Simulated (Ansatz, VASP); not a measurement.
## SiC in VASP and in Ansatz

INCAR

```
SYSTEM = SiC
PREC = Accurate
ENCUT = 520
EDIFF = 1E-6
ISMEAR = 0
SIGMA = 0.01
LREAL = .FALSE.
LASPH = .TRUE.
NELM = 60
ALGO = Normal
ISIF = 2
LWAVE = .FALSE.
LCHARG = .TRUE.
LELF = .TRUE.
LVHAR = .TRUE.
NBANDS = 16
```

KPOINTS

```
regular mesh
0
G
  12 12 4
  0 0 0
```

POSCAR

```
SiC
1.0
    3.0760000000      0.0000000000      0.0000000000
   -1.5380000000      2.6638941400      0.0000000000
    0.0000000000      0.0000000000      5.0480000000
Si C
2 2
Direct
    0.3333333340      0.6666666679      0.0000000000
    0.6666666660      0.3333333321      0.5000000000
    0.3333333340      0.6666666679      0.3850000000
    0.6666666660      0.3333333321      0.8850000000
```

Input for Ansatz:

```yaml
crystal:
  lattice:
    - [3.076, 0.0, 0.0]
    - [-1.538, 2.66389414, 0.0]
    - [0.0, 0.0, 5.048]
  atoms:
    - { symbol: Si, position: [0.3333333339589838, 0.6666666679179676, 0.0] }
    - { symbol: Si, position: [0.6666666660410162, 0.33333333208203236, 0.5] }
    - { symbol: C, position: [0.3333333339589838, 0.6666666679179676, 0.385] }
    - { symbol: C, position: [0.6666666660410162, 0.33333333208203236, 0.885] }
basis:
  ecutwfc: 550.0
kpoints:
  mp_grid:
    grid: [12, 12, 4]
hamiltonian:
  xc: lda
scf:
  occupations:
    method: fixed
output:
  stress: true
```

Alike in both runs: task single point; functional LDA; k mesh 12 × 12 × 4; no spin polarisation.

|  | VASP | Ansatz |
| --- | --- | --- |
| version | VASP 6.6.1 | Ansatz 0.2.0 |
| potentials or method | VASP PAW LDA potentials, release 64 (Si, C), cutoff 520 eV | plane waves, PAW |
| occupations | gaussian, width 0.01 eV | fixed |
| valence electrons in the cell | 16 | 16 |

|  | VASP | Ansatz | Ansatz less VASP |
| --- | --- | --- | --- |
| pressure (GPa) | -3.6 | -4.0 | -0.38 |
| traceless stress, the component that is largest in VASP (GPa) | -2.85 | -2.84 | +0.013 |

LDA's correlation is that of Perdew and Zunger in VASP and of Perdew and Wang (1992) in Ansatz.
